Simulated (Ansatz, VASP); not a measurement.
# One calculation of KCl, two programs

Contents of INCAR:

```
SYSTEM = KCl
PREC = Accurate ; ENCUT = 520
EDIFF = 1E-6 ; ISMEAR = 0
SIGMA = 0.05 ; LREAL = .FALSE.
LASPH = .TRUE. ; NELM = 100
ALGO = Normal ; ISIF = 2
LWAVE = .FALSE. ; LCHARG = .FALSE.
GGA = PE ; NBANDS = 15
```

The input KPOINTS:

```
Automatic mesh
0
G
  8 8 8
  0 0 0
```

File POSCAR:

```
KCl
1.0
    4.4320280351      0.0000000000      0.0000000000
    0.0000000000      4.4320280351      0.0000000000
    0.0000000000      0.0000000000      2.8808182228
K Cl
1 1
Direct
    0.0000000000      0.0000000000      0.0000000000
    0.5000000000      0.5000000000      0.5000000000
```

Input for Ansatz:

```yaml
crystal:
  lattice:
    - [4.4320280351, 0.0, 0.0]
    - [0.0, 4.4320280351, 0.0]
    - [0.0, 0.0, 2.8808182228]
  atoms:
    - { symbol: K, position: [0.0, 0.0, 0.0] }
    - { symbol: Cl, position: [0.5, 0.5, 0.5] }
basis:
  ecutwfc: 420
kpoints:
  mp_grid: { grid: [8, 8, 8] }
hamiltonian:
  xc: pbe
scf:
  occupations: { method: gaussian, width: 0.05 }
output:
  forces: true
  stress: true
  eigenvalues: true
```

Alike in both runs: task single point; functional PBE; k mesh 8 × 8 × 8; occupations gaussian, width 0.05 eV; no spin polarisation.

|  | VASP | Ansatz |
| --- | --- | --- |
| version | VASP 6.6.1 | Ansatz 0.2.0 |
| potentials or method | VASP PAW PBE potentials, release 64 (K_sv, Cl), cutoff 520 eV | scalar-relativistic, plane waves, PAW |
| valence electrons in the cell | 16 | 16 |

|  | VASP | Ansatz | Ansatz less VASP |
| --- | --- | --- | --- |
| gap on the k mesh at the Fermi level (eV) | 1.23 | 1.23 | -0.006 |
| least direct gap on the mesh (eV) | 1.27 | 1.27 | -0.006 |
| pressure (GPa) | 2.8 | 2.8 | -0.01 |
| traceless stress, the component that is largest in VASP (GPa) | 19.01 | 18.98 | -0.029 |
